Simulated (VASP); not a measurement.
**Si3N4: relaxation of the atoms with PBE**

The system is Si3N4.

```xyz
14
Lattice="7.4615 0.0000 0.0000 -3.7308 6.4619 0.0000 0.0000 0.0000 2.8539" Properties=species:S:1:pos:R:3 pbc="T T T"
Si   -1.5663    4.9623    0.7135
Si    2.3808    1.1247    2.1404
Si    0.2164    2.6242    0.7135
Si    5.2971    1.4995    2.1404
Si    1.3499    5.3372    0.7135
Si    3.5143    3.8377    2.1404
N     0.0000    4.3079    0.7135
N     3.7308    2.1540    2.1404
N     2.3488    0.1939    0.7135
N     1.0065    2.1310    2.1404
N     6.1192    1.9372    0.7135
N     1.3820    6.2680    2.1404
N     2.7242    4.3308    0.7135
N    -2.3885    4.5247    2.1404
```

```
Program                : VASP 6.6.1
Task                   : relaxation of the atoms
Functional             : PBE
Potentials or basis    : VASP PAW PBE potentials, release 64 (Si, N)
Cutoff                 : 520 eV
k mesh                 : 4 × 4 × 9
Occupations            : fermi-dirac, width 0.02 eV
Spin                   : no spin polarisation
Dipole correction      : no
Further INCAR settings : ALGO = Normal; EDIFF = 1e-06; IBRION = 2; EDIFFG = -0.02; NSW = 80
```

```yaml
Energy_gained_by_relaxing: 1.1 meV/atom
Ionic_steps: 9
Pressure_after_relaxing: 21.0 GPa
Largest_force_after_relaxing: 0.015 eV/Å
Band_gap_on_the_k_mesh: 4.55 eV (least direct gap 4.73 eV)
```

Forces on the atoms (eV/Å):
```
Si  -0.003  0.011  0.000
Si  -0.011  0.003  0.000
Si  -0.008 -0.008  0.000
Si   0.003 -0.011  0.000
Si   0.011 -0.003  0.000
Si   0.008  0.008  0.000
N    0.000  0.000  0.000
N    0.000  0.000  0.000
N   -0.005 -0.015  0.000
N    0.010 -0.012  0.000
N    0.015  0.003  0.000
N    0.005  0.015  0.000
N   -0.010  0.012  0.000
N   -0.015 -0.003  0.000
```

Stress tensor (GPa, compression positive):
```
20.77  0.00  0.00
 0.00 20.77  0.00
 0.00  0.00 21.48
```

Step by step:
```
step  energy change (eV)  largest force (eV/Å)  pressure (GPa)
   1              0.0000                0.0953           21.63
   2             -0.0042                0.1110           21.53
   3             -0.0071                0.2311           21.36
   4             -0.0088                0.2021           21.33
   5             -0.0126                0.1164           21.22
   6             -0.0150                0.0654           21.01
   7             -0.0151                0.0435           21.04
   8             -0.0152                0.0219           21.02
   9             -0.0152                0.0154           21.01
```

Final structure:
```yaml
crystal:
  lattice:
    - [7.46151, 0.00000, 0.00000]
    - [-3.73075, 6.46185, 0.00000]
    - [0.00000, 0.00000, 2.85393]
  atoms:
    - { symbol: Si, position: [0.17028, 0.76384, 0.25000] }
    - { symbol: Si, position: [0.40644, 0.17028, 0.75000] }
    - { symbol: Si, position: [0.23616, 0.40644, 0.25000] }
    - { symbol: Si, position: [0.82972, 0.23616, 0.75000] }
    - { symbol: Si, position: [0.59356, 0.82972, 0.25000] }
    - { symbol: Si, position: [0.76384, 0.59356, 0.75000] }
    - { symbol: N, position: [0.33333, 0.66667, 0.25000] }
    - { symbol: N, position: [0.66667, 0.33333, 0.75000] }
    - { symbol: N, position: [0.32886, 0.02618, 0.25000] }
    - { symbol: N, position: [0.30268, 0.32886, 0.75000] }
    - { symbol: N, position: [0.97382, 0.30268, 0.25000] }
    - { symbol: N, position: [0.67114, 0.97382, 0.75000] }
    - { symbol: N, position: [0.69732, 0.67114, 0.25000] }
    - { symbol: N, position: [0.02618, 0.69732, 0.75000] }
```

Levels at points of the mesh, in eV from the valence-band top:
```
           k point  band 30  band 31  band 32  band 33  band 34  band 35
(0.00, 0.00, 0.00)    -0.48    -0.35    -0.18     4.55     5.08     5.26
(0.50, 0.00, 0.00)    -0.77    -0.33    -0.25     4.96     5.02     5.15
```

Wall time 8.5 min on 1 thread of Oxide Virtual Turin-like Processor, on a shared host, peak memory 0.27 GiB.

Caveat: an odd mesh through Γ misses points on the zone boundary, where band edges can lie.
